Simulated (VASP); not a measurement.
Here is a VASP 6.6.1 calculation.

Contents of INCAR:

```
SYSTEM = Si
ALGO = Normal
EDIFF = 1E-6
ENCUT = 520
GGA = PS
ISIF = 2
ISMEAR = -1
LASPH = .TRUE.
LCHARG = .FALSE.
LREAL = Auto
LWAVE = .FALSE.
NBANDS = 48
NELM = 60
PREC = Accurate
SIGMA = 0.05
```

KPOINTS

```
k-points
0
G
  2 2 2
  0 0 0
```

File POSCAR:

```
Si
1.0
    0.0000000000      5.4300000000      5.4300000000
    5.4300000000      0.0000000000      5.4300000000
    5.4300000000      5.4300000000      0.0000000000
Si
17
Direct
   -0.0021182320     -0.0026661142     -0.0083298343
    0.1443917127      0.1438427256      0.0675187845
    0.0183610497      0.0177910681      0.4456350829
    0.1151777164      0.1146335175      0.6195337017
   -0.0021158379      0.5127103131     -0.0083342541
    0.1101247698      0.6257140884      0.1380411602
   -0.0278367403      0.5085442910      0.5103420810
    0.1151941068      0.6502283610      0.6195263352
    0.5132592081     -0.0026669429     -0.0083290055
    0.6262627072      0.1095800184      0.1380395028
    0.5091068140     -0.0284086556      0.5103360958
    0.6508048803      0.1146291897      0.6195354512
    0.4785654696      0.4780209024      0.0649919890
    0.6262646409      0.6257138122      0.1380408840
    0.5090973297      0.5085500000      0.5103406077
    0.6047560773      0.6041894107      0.6864479742
    0.3132729282      0.3126605893      0.5609543278
```

Potentials or basis: VASP PAW PBE potentials, release 64 (Si).

Command:

```bash
$ cat potpaw_PBE.64/Si/POTCAR > POTCAR
$ mpirun -np 1 vasp_std > vasp.out
```

(1) Estimate the pressure.

(2) Estimate the band gap on the k mesh.

(3) Estimate the largest force.

Results:

(1) 2.7 GPa.

(2) 0.05 eV.

(3) 0.021 eV/Å.

Caveat: the k points lie up to 0.50 Å⁻¹ apart; the PAW data sets were made with another functional, which shifts forces and pressure a little.
